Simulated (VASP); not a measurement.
Here is a VASP 6.6.1 calculation.

Contents of POSCAR:

```
Sn
1.0
    0.0000000000      3.2827245663      3.2827245663
    3.2827245663      0.0000000000      3.2827245663
    3.2827245663      3.2827245663      0.0000000000
Sn
2
Direct
    0.7500000000      0.7500000000      0.7500000000
    0.5000000000      0.5000000000      0.5000000000
```

The input INCAR.step1:

```
PREC = Accurate ; ENCUT = 520
ISMEAR = 0 ; SIGMA = 0.05
LREAL = F ; LASPH = T
NELM = 60 ; NBANDS = 21
GGA = PE ; ALGO = Normal
EDIFF = 1E-4 ; LWAVE = T
LCHARG = F
```

INCAR.step2

```
PREC = Accurate ; ENCUT = 520
EDIFF = 1E-7 ; ISMEAR = 0
SIGMA = 0.05 ; LREAL = F
LASPH = T ; NELM = 60
ALGO = Normal ; ISIF = 2
LWAVE = F ; LCHARG = T
METAGGA = R2SCAN ; LMIXTAU = T
LELF = T ; LVHAR = T
NBANDS = 21 ; ISTART = 1
```

File KPOINTS:

```
regular mesh
0
Gamma
  12 12 12
```

Potentials or basis: VASP PAW PBE potentials, release 64 (Sn_d).

The run is started by

```sh
$ cat potpaw_PBE.64/Sn_d/POTCAR > POTCAR
$ cp INCAR.step1 INCAR
$ mpirun -np 1 vasp_std > vasp.out
$ cp INCAR.step2 INCAR
$ mpirun -np 1 vasp_std > vasp.out
```

Task: Estimate the pressure.

Result: 0.0 GPa.

Task: What does it give for the band gap on the k mesh?

Result: Zero (filled and empty bands touch).

Caveat: the PAW data sets were made with another functional, which shifts forces and pressure a little; spin-orbit coupling is left out, which moves the levels of the heavy elements.
